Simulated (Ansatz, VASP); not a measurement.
Cd3Te: VASP beside Ansatz

INCAR

```
SYSTEM = Cd3Te
  PREC = Accurate
  ENCUT = 600
  EDIFF = 1E-7
  ISMEAR = 0
  SIGMA = 0.1
  LREAL = .False.
  LASPH = .True.
  NELM = 80
  ALGO = Fast
  ISIF = 3
  LWAVE = .False.
  LCHARG = .False.
  GGA = PE
  IBRION = 2
  NSW = 100
  EDIFFG = -0.01
```

The input KPOINTS:

```
Automatic mesh
0
Gamma
  10 10 10
  0 0 0
```

The input POSCAR:

```
Cd3Te
1.0
    4.6739249023      0.0000000000      0.0000000000
    0.0000000000      4.6739249023      0.0000000000
    0.0000000000      0.0000000000      4.6739249023
Cd Te
3 1
Direct
    0.0000000000      0.5000000000      0.5000000000
    0.5000000000      0.0000000000      0.5000000000
    0.5000000000      0.5000000000      0.0000000000
    0.0000000000      0.0000000000      0.0000000000
```

Input for Ansatz:

```yaml
crystal:
  lattice:
    - [4.6739249023, 0.0, 0.0]
    - [0.0, 4.6739249023, 0.0]
    - [0.0, 0.0, 4.6739249023]
  atoms:
    - { symbol: Cd, position: [0.0, 0.5, 0.5] }
    - { symbol: Cd, position: [0.5, 0.0, 0.5] }
    - { symbol: Cd, position: [0.5, 0.5, 0.0] }
    - { symbol: Te, position: [0.0, 0.0, 0.0] }
basis:
  ecutwfc: 420
kpoints:
  mp_grid: { grid: [10, 10, 10] }
hamiltonian:
  xc: pbe
scf:
  occupations: { method: gaussian, width: 0.1 }
output:
  forces: true
  stress: true
  eigenvalues: true
relax:
  adjacent_minimum: "off"
  f_tol: 0.01
  max_steps: 80
  cell: { stress_tol: 0.05 }
```

Alike in both runs: task relaxation of cell and atoms; functional PBE; k mesh 10 × 10 × 10; occupations gaussian, width 0.1 eV; no spin polarisation.

|  | VASP | Ansatz |
| --- | --- | --- |
| version | VASP 6.6.1 | Ansatz 0.2.0 |
| potentials or method | VASP PAW PBE potentials, release 64 (Cd, Te), cutoff 600 eV | scalar-relativistic, plane waves, PAW |
| valence electrons in the cell | 42 | 76 |

|  | VASP | Ansatz | Ansatz less VASP |
| --- | --- | --- | --- |
| gap on the k mesh at the Fermi level, each at its own relaxed structure (eV) | none | none | - |
| relaxed volume (Å³/atom) | 25.89 | 25.86 | -0.027 |
| relaxed length of the cell vector where the two differ most in proportion (Å) | 4.696 | 4.694 | -0.0016 |

A gap of «none» marks a metal or a gap that the smearing closes. VASP's potentials hold 42 valence electrons a cell and Ansatz's 76, so a difference there can come from the potentials and not from the codes.

Neither program's run includes spin-orbit coupling.
